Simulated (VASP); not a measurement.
Crystal: TmI4.

```
CELL_PARAMETERS angstrom
0.00000 4.95199 4.95199
4.95199 0.00000 4.95199
4.95199 4.95199 0.00000
ATOMIC_POSITIONS crystal
Tm 0.50000 0.50000 0.50000
I 0.10769 0.10769 0.10769
I 0.10769 0.10769 0.67692
I 0.10769 0.67692 0.10769
I 0.67692 0.10769 0.10769
```

The cell was generated, and may not be a known phase.

```yaml
Program: VASP 6.6.1
Task: relaxation of cell and atoms
Functional: PBE
Potentials_or_basis: VASP PAW PBE potentials, release 64 (Tm_3, I), 4f in core
Cutoff: 500 eV
k_mesh: 3 × 3 × 3
Occupations: gaussian, width 0.2 eV
Spin: no spin polarisation
```

At the start: pressure 3.2 GPa; volume 48.57 Å³/atom.

Task: How do energy, volume and symmetry change on relaxing?

Result: Over 5 steps the energy falls by 437.4 meV/atom and the volume is 47.15 Å³/atom (-2.9 %); space group F-43m (No. 216, to 0.1 Å) before and after.

The path:
```
step  energy change (eV)  largest force (eV/Å)  pressure (GPa)  volume (Å³)
   1              0.0000                4.0280            3.21       242.87
   2             -1.6556                0.7500           -1.71       278.70
   3             -1.6660                0.5822           -1.92       283.08
   4             -2.0150                0.4001           -1.42       259.87
   5             -2.1868                0.0730           -0.11       235.74
```

Final structure:
```
Tm I
1.0
     0.00000    4.90310    4.90310
     4.90310    0.00000    4.90310
     4.90310    4.90310    0.00000
Tm I
1 4
Direct
  0.50000 0.50000 0.50000
  0.12628 0.12628 0.12628
  0.12628 0.12628 0.62117
  0.12628 0.62117 0.12628
  0.62117 0.12628 0.12628
```

Caveat: the k points lie up to 0.37 Å⁻¹ apart in the final cell, too coarse for converged energies and pressures of a metal; an odd number of electrons without spin polarisation forces a metal; a magnetic or distorted state may lie lower; the run has no spin polarisation, though such a crystal can be magnetic; the relaxation stopped at a loose force limit of 0.08 eV/Å, so its end isn't a converged minimum.
